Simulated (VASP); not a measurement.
# SbS (Cmcm) in VASP: relaxation of cell and atoms with PBE

Aim: the relaxation of cell and atoms of SbS with PBE.

All numbers are computed with VASP 6.6.1; they aren't measurements. Logs are shortened: lines on timing, memory, paths and dates and some standing lists are left out, and cuts for length are marked.

## 1. The cell of the first run

It takes space group Cmcm (No. 63, orthorhombic). The conventional cell has a = 4.121 Å, b = 12.769 Å, c = 3.628 Å, α = 90.00°, β = 90.00°, γ = 90.00°. Within 3.7 Å of Sb (site symmetry m2m) lie 5 S at 2.79 to 3.01 Å and 4 Sb at 3.43 to 3.63 Å. S (site symmetry m2m) has 5 Sb at 2.79 to 3.01 Å and 6 S at 3.63 to 3.74 Å within 3.8 Å.

## 2. Relaxation of cell and atoms, PBE

Contents of INCAR:

```
PREC     = Accurate       # precision mode
ENCUT    = 600            # plane-wave cutoff, eV
EDIFF    = 1E-6           # SCF threshold, eV
ISMEAR   = 0              # smearing method
SIGMA    = 0.1            # smearing width, eV
LREAL    = F              # projectors in reciprocal space
LASPH    = T              # aspherical terms in the spheres
NELM     = 100            # most SCF steps
ALGO     = Normal         # electronic algorithm
ISIF     = 3              # what is computed and relaxed
LWAVE    = F              # write WAVECAR
LCHARG   = F              # write CHGCAR
GGA      = PE             # functional
IBRION   = 2              # ionic algorithm
NSW      = 100            # ionic steps
EDIFFG   = -0.01          # ionic threshold
```

Contents of KPOINTS:

```
regular mesh
0
Gamma
  12 12 12
```

Contents of POSCAR:

```
SbS
1.0
    2.0603085953     -6.3846379981      0.0000000000
    2.0603085953      6.3846379981      0.0000000000
    0.0000000000      0.0000000000      3.6282987033
Sb S
2 2
Direct
    0.3862444750      0.6137555250      0.7500000000
    0.6137555250      0.3862444750      0.2500000000
    0.1506477946      0.8493522054      0.7500000000
    0.8493522054      0.1506477946      0.2500000000
```

Potentials or basis: VASP PAW PBE potentials, release 64 (Sb, S).

Run with:

```
cat potpaw_PBE.64/Sb/POTCAR potpaw_PBE.64/S/POTCAR > POTCAR
mpirun -np 1 vasp_std > vasp.out
```

OUTCAR:

```text
PREC = Accurate
   ENCUT = 600
   EDIFF = 1E-6
   ISMEAR = 0
   LREAL = F
   LASPH = T
   NELM = 100
   ISIF = 3
   GGA = PE
   IBRION = 2
   NSW = 100
   EDIFFG = -0.01

 ion  position               nearest neighbor table
   1  0.386  0.614  0.750-   4 2.79   4 2.79   4 2.79   4 2.79   3 3.01   2 3.43   2 3.43
   2  0.614  0.386  0.250-   3 2.79   3 2.79   3 2.79   3 2.79   4 3.01   1 3.43   1 3.43
   3  0.151  0.849  0.750-   2 2.79   2 2.79   2 2.79   2 2.79   1 3.01
   4  0.849  0.151  0.250-   1 2.79   1 2.79   1 2.79   1 2.79   2 3.01

  LATTYP: Found a base centered orthorhombic cell.
 ALAT       =     4.1206171906
 B/A-ratio  =     3.0988746116
 C/A-ratio  =     0.8805231196

  Lattice vectors:

 A1 = (   2.0603085953,  -6.3846379981,   0.0000000000)
 A2 = (   2.0603085953,   6.3846379981,   0.0000000000)
 A3 = (   0.0000000000,   0.0000000000,   3.6282987033)

Analysis of symmetry for initial positions (statically):
=====================================================================
 Subroutine PRICEL returns:
 Original cell was already a primitive cell.

 Routine SETGRP: Setting up the symmetry group for a
 base centered orthorhombic supercell.

 Subroutine GETGRP returns: Found  8 space group operations
 (whereof  4 operations were pure point group operations)
 out of a pool of  8 trial point group operations.

The static configuration has the point symmetry C_2h.
 The point group associated with its full space group is D_2h.

Analysis of symmetry for dynamics (positions and initial velocities):
=====================================================================
 Subroutine PRICEL returns:
 Original cell was already a primitive cell.

 Routine SETGRP: Setting up the symmetry group for a
 base centered orthorhombic supercell.

 Subroutine GETGRP returns: Found  8 space group operations
 (whereof  4 operations were pure point group operations)
 out of a pool of  8 trial point group operations.

The dynamic configuration has the point symmetry C_2h.
 The point group associated with its full space group is D_2h.

 Subroutine INISYM returns: Found  8 space group operations
 (whereof  4 operations are pure point group operations),
 and found     1 'primitive' translations

----------------------------------------------------------------------------------------

                                     Primitive cell

  volume of cell :      95.4556

  direct lattice vectors                    reciprocal lattice vectors
     2.060308595 -6.384637998  0.000000000     0.242682092 -0.078312976  0.000000000
     2.060308595  6.384637998  0.000000000     0.242682092  0.078312976  0.000000000
     0.000000000  0.000000000  3.628298703     0.000000000  0.000000000  0.275611266

  length of vectors
     6.708835508  6.708835508  3.628298703     0.255004941  0.255004941  0.275611266

  position of ions in fractional coordinates (direct lattice)
     0.386244475  0.613755525  0.750000000
     0.613755525  0.386244475  0.250000000
     0.150647795  0.849352205  0.750000000
     0.849352205  0.150647795  0.250000000

  ion indices of the primitive-cell ions
   primitive index   ion index
                 1           1
                 2           2
                 3           3
                 4           4

----------------------------------------------------------------------------------------

 KPOINTS: regular mesh

Automatic generation of k-mesh.
 Grid dimensions read from file:
 generate k-points for:   12   12   12

 Generating k-lattice:

  Cartesian coordinates                     Fractional coordinates (reciprocal lattice)
     0.020223508 -0.006526081  0.000000000     0.083333333 -0.000000000  0.000000000
     0.020223508  0.006526081  0.000000000    -0.000000000  0.083333333  0.000000000
     0.000000000  0.000000000  0.022967606     0.000000000  0.000000000  0.083333333

  Length of vectors
     0.021250412  0.021250412  0.022967606

  Shift w.r.t. Gamma in fractional coordinates (k-lattice)
     0.000000000  0.000000000  0.000000000

 Subroutine IBZKPT returns following result:
 ===========================================

 Found    301 irreducible k-points:

 Following reciprocal coordinates:
            Coordinates               Weight
  0.000000  0.000000  0.000000      1.000000
  0.083333  0.000000  0.000000      4.000000
  0.166667  0.000000  0.000000      4.000000
  0.250000  0.000000  0.000000      4.000000
  0.333333  0.000000  0.000000      4.000000
  0.416667  0.000000  0.000000      4.000000
[... 16 lines left out ...]
  0.500000  0.166667  0.000000      4.000000
 -0.416667  0.166667  0.000000      4.000000
 [... further k-points ...]
   k-points           NKPTS =    301   k-points in BZ     NKDIM =    301   number of bands    NBANDS=     15
   number of dos      NEDOS =    301   number of ions     NIONS =      4
   total plane-waves  NPLWV =  87480
   dimension x,y,z NGX =    54 NGY =   54 NGZ =   30
   dimension x,y,z NGXF=   108 NGYF=  108 NGZF=   60
   ions per type =               2   2
   NGX,Y,Z   is equivalent  to a cutoff of  13.38, 13.38, 13.75 a.u.
   NGXF,Y,Z  is equivalent  to a cutoff of  26.76, 26.76, 27.49 a.u.
 SYSTEM =  unknown system
   PREC   = accura    normal or accurate (medium, high low for compatibility)
   ISTART =      0    job   : 0-new  1-cont  2-samecut
   ICHARG =      2    charge: 1-file 2-atom 10-const
   ISPIN  =      1    spin polarized calculation?
   LNONCOLLINEAR =      F non collinear calculations
   LSORBIT =      F    spin-orbit coupling
   LASPH  =      T    aspherical Exc in radial PAW
   ENCUT  =  600.0 eV  44.10 Ry    6.64 a.u.  13.40 13.40  7.25*2*pi/ulx,y,z
   NELM   =    100;   NELMIN=  2; NELMDL= -5     # of ELM steps
   EDIFF  = 0.1E-05   stopping-criterion for ELM
   LREAL  =      F    real-space projection
   EDIFFG = -.1E-01   stopping-criterion for IOM
   NSW    =    100    number of steps for IOM
   IBRION =      2    ionic relax: 0-MD 1-quasi-New 2-CG
   NFREE  =      1    steps in history (QN), initial steepest desc. (CG)
   ISIF   =      3    stress and relaxation
   ISYM   =      2    0-nonsym 1-usesym 2-fastsym
   POTIM  = 0.5000    time-step for ionic-motion
   TEBEG  =    0.0;   TEEND  =   0.0 temperature during run
   PSTRESS=    0.0 pullay stress
   NELECT =      22.0000    total number of electrons
   NUPDOWN=      -1.0000    fix difference up-down
   EMIN   =  10.00;   EMAX   =-10.00  energy-range for DOS
   EFERMI =   0.00;   METHOD = LEGACY
   ISMEAR =     0;   SIGMA  =   0.10  broadening in eV -4-tet -1-fermi 0-gaus
   EFERMI_NEDOS =   21; number of points for ismear=-14 and -15
   IALGO  =     38    algorithm
   IMIX   =      4    mixing-type and parameters
     AMIX     =   0.40;   BMIX     =  1.00
     AMIX_MAG =   1.60;   BMIX_MAG =  1.00
  volume/ion in A,a.u.               =      23.86       161.04
  Fermi-wavevector in a.u.,A,eV,Ry     =   1.003726  1.896767 13.707407  1.007466
  Thomas-Fermi vector in A             =   2.136296
   LORBIT       =      0    0 simple, 1 ext, 2 COOP (PROOUT), +10 PAW based schemes
   GGA     = PE    functional components
   LHFCALC =     F    Hartree Fock is set to
   AEXX    =    0.0000 exact exchange contribution
   IVDW    =     0    specifies the selected vdW correction
   LEPSILON=     F    determine dielectric tensor
   LRPA    =     F    only Hartree local field effects (RPA)
 conjugate gradient relaxation of ions
 non-spin polarized calculation
 Gauss-broadening in eV      SIGMA  =   0.10
  energy-cutoff  :      600.00
  volume of cell :       95.46
 maximum number of plane-waves:      3224
 NGX is ok and might be reduce to    54
   NGX = 27   NGY = 27   NGZ = 15

--------------------------------------- Ionic step        1  -------------------------------------------

 number of electron      21.9999999 magnetization

 Free energy of the ion-electron system (eV)
  ---------------------------------------------------
  ext. energy  EPLUGINS =         0.00000000
  ---------------------------------------------------
  free energy    TOTEN  =       -16.50101715 eV

  energy without entropy =      -16.49179751  energy(sigma->0) =      -16.49640733

------------------------ aborting loop because EDIFF is reached ----------------------------------------

  FORCE on cell =-STRESS in cart. coord.  units (eV):
  Direction    XX          YY          ZZ          XY          YZ          ZX
  --------------------------------------------------------------------------------------
  -------------------------------------------------------------------------------------
  Total        0.1707054     -0.5415030      0.5818527      0.0000000      0.0000000      0.0000000
  in kB        2.8652085     -9.0888687      9.7661207      0.0000000      0.0000000      0.0000000
  external PRESSURE =       1.1808201 kB  Pullay stress =       0.0000000 kB
[... 95 lines left out ...]
  FREE ENERGIE OF THE ION-ELECTRON SYSTEM (eV)
  ---------------------------------------------------
  free  energy   TOTEN  =       -16.5106014540 eV

  energy  without entropy=      -16.5021636167  energy(sigma->0) =      -16.50638254

[... ionic steps 4 to 26 ...]

--------------------------------------- Ionic step       27  -------------------------------------------

 number of electron      21.9999999 magnetization

------------------------ aborting loop because EDIFF is reached ----------------------------------------
[... 71 lines left out ...]
--------------------------------------- Ionic step       29  -------------------------------------------

 number of electron      21.9999999 magnetization

 Free energy of the ion-electron system (eV)
  ---------------------------------------------------
  ext. energy  EPLUGINS =         0.00000000
  ---------------------------------------------------
  free energy    TOTEN  =       -16.53178613 eV

  energy without entropy =      -16.52042854  energy(sigma->0) =      -16.52610734

 E-fermi :   7.3016     XC(G=0):  -9.9236

 val. band max:        7.2987180303   @ k =   0.5000   0.4167   0.4167
 cond. band min:       7.3048189038   @ k =  -0.2500   0.1667   0.5000
 fundamental gap:      0.0061008734
 Fermi energy:         7.3016129271

 k-point     1 :       0.0000    0.0000    0.0000
  band No.  band energies     occupation
      1      -7.8009      2.00000
      2      -6.0969      2.00000
      3      -1.3705      2.00000
      4      -0.7751      2.00000
      5       0.9911      2.00000
      6       1.7802      2.00000
      7       2.5617      2.00000
      8       3.7605      2.00000
      9       5.0339      2.00000
     10       5.6957      2.00000
     11       9.0984      0.00000
     12       9.4175      0.00000
     13      10.2659      0.00000
     14      10.4642      0.00000
[... 401 lines left out ...]
      2      -6.1888      2.00000
      3      -3.1526      2.00000
      4      -1.4718      2.00000
      5       2.0697      2.00000
      6       3.2045      2.00000
      7       4.2859      2.00000
      8       4.5303      2.00000
      9       4.7650      2.00000
     10       5.1102      2.00000
     11       6.8587      2.00000
     12       8.8442      0.00000
     13       8.8660      0.00000
     14       9.9603      0.00000
     15      10.2263      0.00000

 [... further k-points ...]

------------------------ aborting loop because EDIFF is reached ----------------------------------------

  FORCE on cell =-STRESS in cart. coord.  units (eV):
  Direction    XX          YY          ZZ          XY          YZ          ZX
  --------------------------------------------------------------------------------------
  -------------------------------------------------------------------------------------
  Total        0.0204898      0.0071840      0.0179786      0.0000000      0.0000000      0.0000000
  in kB        0.3470106      0.1216656      0.3044803      0.0000000      0.0000000      0.0000000
  external PRESSURE =       0.2577188 kB  Pullay stress =       0.0000000 kB
[... 19 lines left out ...]
  FREE ENERGIE OF THE ION-ELECTRON SYSTEM (eV)
  ---------------------------------------------------
  free  energy   TOTEN  =       -16.5317861295 eV

  energy  without entropy=      -16.5204285439  energy(sigma->0) =      -16.52610734

 reached required accuracy - stopping structural energy minimisation
```

Wall time 1.6 h (1 thread of AMD EPYC 9R45 (Zen 5), shared host); peak memory 0.64 GiB.

What came out:

* Free energy: -16.5318 eV
* Relaxed volume: 23.65 Å³/atom
* Relaxed cell: a = 6.381 Å, b = 6.381 Å, c = 3.597 Å, α = 90.00°, β = 90.00°, γ = 139.76°
* Space group after relaxing (to 0.1 Å): Cmcm (No. 63)
* Energy gained by relaxing: 7.7 meV/atom
* Ionic steps: 29
* Pressure after relaxing: 0.0 GPa
* Largest force after relaxing: 0.008 eV/Å
* Band gap on the k mesh: zero (bands 11 and 12 overlap by 3.57 eV)

Forces in eV/Å, atoms in the order of the input:
```
Sb   0.000  0.003  0.000
Sb   0.000 -0.003  0.000
S    0.000  0.008  0.000
S    0.000 -0.008  0.000
```

Step by step:
```tsv
step	energy change (eV)	largest force (eV/Å)	pressure (GPa)	volume (Å³)
1	0.0000	0.1058	0.12	95.46
2	-0.0071	0.1142	-0.24	95.69
3	-0.0096	0.1216	-0.59	95.93
4	-0.0139	0.1098	-0.02	94.97
5	-0.0144	0.1046	0.27	94.50
6	-0.0180	0.0718	0.21	94.48
7	-0.0232	0.0263	0.01	94.40
8	-0.0232	0.0396	-0.02	94.39
9	-0.0238	0.0311	-0.02	94.34
10	-0.0246	0.0594	0.00	94.16
11	-0.0251	0.0477	0.05	94.11
12	-0.0258	0.0268	0.17	94.01
13	-0.0261	0.0205	0.44	93.82
14	-0.0262	0.0156	0.36	93.88
15	-0.0263	0.0162	0.34	93.92
16	-0.0268	0.0165	0.28	94.04
17	-0.0274	0.0158	0.17	94.29
18	-0.0283	0.0168	-0.05	94.78
19	-0.0279	0.0410	-0.33	95.76
20	-0.0285	0.0241	-0.14	95.10
21	-0.0291	0.0223	-0.14	95.11
22	-0.0300	0.0245	-0.05	95.14
23	-0.0300	0.0255	-0.04	95.14
24	-0.0303	0.0179	-0.04	95.07
25	-0.0306	0.0192	-0.05	94.85
26	-0.0306	0.0201	-0.05	94.79
27	-0.0307	0.0191	0.06	94.60
28	-0.0307	0.0186	0.05	94.58
29	-0.0308	0.0081	0.03	94.60
```

Final structure:
```yaml
crystal:
  lattice:
    - [2.19497, -5.99172, 0.00000]
    - [2.19497, 5.99172, 0.00000]
    - [0.00000, 0.00000, 3.59663]
  atoms:
    - { symbol: Sb, position: [0.37391, 0.62609, 0.75000] }
    - { symbol: Sb, position: [0.62609, 0.37391, 0.25000] }
    - { symbol: S, position: [0.14726, 0.85274, 0.75000] }
    - { symbol: S, position: [0.85274, 0.14726, 0.25000] }
```

Levels at points of the mesh, in eV from the Fermi level:
```csv
k point,band 8,band 9,band 10,band 11,band 12,band 13,band 14,band 15
"(0.00, 0.00, 0.00)",-3.54,-2.27,-1.61,1.80,2.12,2.96,3.16,3.47
"(0.50, 0.00, 0.00)",-2.13,-1.80,-1.17,0.45,0.46,0.73,0.99,1.61
"(0.50, 0.50, 0.00)",-3.29,-2.59,-2.35,-2.19,2.56,3.28,3.37,3.40
"(0.00, 0.00, 0.50)",-3.41,-2.48,-2.48,-1.70,-1.70,-0.79,-0.79,2.50
"(0.50, 0.00, 0.50)",-5.52,-3.34,-3.34,0.63,0.63,2.87,2.87,4.28
"(0.50, 0.50, 0.50)",-3.39,-2.98,-2.98,-1.03,-1.03,-0.45,-0.45,0.63
```

Caveat: spin-orbit coupling is left out, which moves the levels of the heavy elements.
